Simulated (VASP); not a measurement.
Write the native input for VASP 6.6.1 that does the following.

```
Task                   : single point
Functional             : PBE
Potentials or basis    : VASP PAW PBE potentials, release 64 (N, In_d, P)
Cutoff                 : 520 eV
k mesh                 : 6 × 6 × 6
Occupations            : fermi-dirac, width 0.02 eV
Spin                   : no spin polarisation
Dipole correction      : no
Further INCAR settings : ALGO = Normal; EDIFF = 1e-06; NBANDS = 46
```

The structure of In4PN3 lies in POSCAR:

```
In4PN3
1.0
   -2.6503423281      2.6503423281      5.2051174254
    2.6503423281     -2.6503423281      5.2051174254
    2.6503423281      2.6503423281     -5.2051174254
N In P
3 4 1
Direct
    0.2500000000      0.7500000000      0.5000000000
    0.5000000000      0.5000000000      0.0000000000
    0.7500000000      0.2500000000      0.5000000000
    0.8598010645      0.4104652162      0.0000000000
    0.1401989355      0.1401989355      0.5506641517
    0.4104652162      0.8598010645      0.0000000000
    0.5895347838      0.5895347838      0.4493358483
    0.0000000000      0.0000000000      0.0000000000
```

One way to write it, as run:

INCAR

```
  PREC = Accurate
  ENCUT = 520
  EDIFF = 1E-6
  ISMEAR = -1
  SIGMA = 0.02
  LREAL = False
  LASPH = True
  NELM = 80
  ALGO = Normal
  ISIF = 2
  LWAVE = False
  LCHARG = True
  GGA = PE
  LELF = True
  LVHAR = True
  NBANDS = 46
```

KPOINTS

```
Automatic mesh
0
Gamma
  6 6 6
```

Potentials or basis: VASP PAW PBE potentials, release 64 (N, In_d, P).

The run is started by

```console
$ cat potpaw_PBE.64/N/POTCAR potpaw_PBE.64/In_d/POTCAR potpaw_PBE.64/P/POTCAR > POTCAR
$ mpirun -np 1 vasp_std > vasp.out
```

Results of the run:

The pressure is 0.1 GPa. The largest force is 0.022 eV/Å and the band gap on the k mesh is 0.02 eV.

Caveat: the smearing spreads over this small gap; semilocal functionals underestimate gaps, and a narrow one can read as zero; spin-orbit coupling is left out, which moves the levels of the heavy elements.

Run time: 4.5 min on 1 thread of Intel Xeon 8259CL, on a shared host, peak memory 0.41 GiB.
